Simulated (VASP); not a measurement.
Set up this calculation in VASP 6.6.1, as the native input.

| Quantity | Value |
| --- | --- |
| Task | single point |
| Functional | r2SCAN |
| Potentials or basis | VASP PAW PBE potentials, release 64 (Zn) |
| Cutoff | 520 eV |
| k mesh | 4 × 4 × 2 |
| Occupations | fermi-dirac, width 0.1 eV |
| Spin | no spin polarisation |
| Dipole correction | no |
| Further INCAR settings | ALGO = Normal; EDIFF = 1e-06; NBANDS = 19 |

Crystal: Zn.

```
Zn
1.0
     2.61873    0.00000    0.00000
    -1.30936    2.26788    0.00000
     0.00000    0.00000    4.83890
Zn
2
Direct
  0.33333 0.66667 0.25000
  0.66667 0.33333 0.75000
```

One way to write it, as run:

POSCAR

```
Zn
1.0
    2.6187264646      0.0000000000      0.0000000000
   -1.3093632323      2.2678836439      0.0000000000
    0.0000000000      0.0000000000      4.8388970683
Zn
2
Direct
    0.3333333333      0.6666666667      0.2500000000
    0.6666666667      0.3333333333      0.7500000000
```

INCAR.step1

```
PREC = Accurate ; ENCUT = 520
ISMEAR = -1 ; SIGMA = 0.1
LREAL = F ; LASPH = T
NELM = 80 ; NBANDS = 19
GGA = PE ; ALGO = Normal
EDIFF = 1E-4 ; LWAVE = T
LCHARG = F
```

INCAR.step2

```
PREC = Accurate ; ENCUT = 520
EDIFF = 1E-6 ; ISMEAR = -1
SIGMA = 0.1 ; LREAL = F
LASPH = T ; NELM = 80
ALGO = Normal ; ISIF = 2
LWAVE = F ; LCHARG = F
METAGGA = R2SCAN ; LMIXTAU = T
NBANDS = 19 ; ISTART = 1
```

KPOINTS

```
Automatic mesh
0
Gamma
  4 4 2
```

Potentials or basis: VASP PAW PBE potentials, release 64 (Zn).

Run with:

```bash
$ cat potpaw_PBE.64/Zn/POTCAR > POTCAR
$ cp INCAR.step1 INCAR
$ mpirun -np 1 vasp_std > vasp.out
$ cp INCAR.step2 INCAR
$ mpirun -np 1 vasp_std > vasp.out
```

It gave:

```yaml
Pressure: -0.7 GPa
Band_gap_on_the_k_mesh: zero (band 12 reaches 4.80 eV, above the bottom of band 13 at 0.38 eV)
```

Caveat: the k points lie up to 0.69 Å⁻¹ apart; the PAW data sets were made with another functional, which shifts forces and pressure a little.

It took 28 s on 1 thread of Intel(R) Xeon(R) Platinum 8259CL CPU @ 2.50GHz (Skylake/Cascade Lake), with other jobs on the host, peak memory 0.14 GiB.
